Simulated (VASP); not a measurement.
**CdSe (rocksalt type): single point with LDA**

CdSe (rocksalt type):

```
CELL_PARAMETERS angstrom
0.00000 2.66557 2.66557
2.66557 0.00000 2.66557
2.66557 2.66557 0.00000
ATOMIC_POSITIONS crystal
Cd 0.00000 0.00000 0.00000
Se 0.50000 0.50000 0.50000
```

This cell differs from its parent crystal: volume scaled by 0.88.

```
Program                : VASP 6.6.1
Task                   : single point
Functional             : LDA
Potentials or basis    : VASP PAW LDA potentials, release 64 (Cd, Se)
Cutoff                 : 520 eV
k mesh                 : 12 × 12 × 12
Occupations            : fermi-dirac, width 0.05 eV
Spin                   : no spin polarisation
Dipole correction      : no
Further INCAR settings : ALGO = Normal; EDIFF = 1e-06; NBANDS = 16
```

```yaml
Pressure: 14.9 GPa
Band_gap_on_the_k_mesh: zero (band 9 reaches 4.53 eV, above the bottom of band 10 at 3.79 eV)
```

Levels at points of the mesh, in eV from the Fermi level:
| k point | band 5 | band 6 | band 7 | band 8 | band 9 | band 10 | band 11 | band 12 | band 13 | band 14 |
| --- | --- | --- | --- | --- | --- | --- | --- | --- | --- | --- |
| (0.00, 0.00, 0.00) | -8.59 | -8.59 | -1.09 | -1.09 | -1.09 | 0.88 | 8.76 | 8.76 | 8.76 | 9.74 |
| (0.50, 0.00, 0.00) | -8.32 | -8.32 | -6.19 | -0.01 | -0.01 | 2.65 | 4.98 | 4.98 | 7.54 | 12.04 |
| (0.50, 0.50, 0.00) | -8.22 | -7.29 | -5.79 | -3.08 | -3.08 | -0.76 | 5.05 | 11.18 | 11.77 | 11.77 |

Run time: 32 s on 1 thread of Intel(R) Xeon(R) Platinum 8259CL CPU @ 2.50GHz (Skylake/Cascade Lake), with other jobs on the host, peak memory 0.17 GiB.
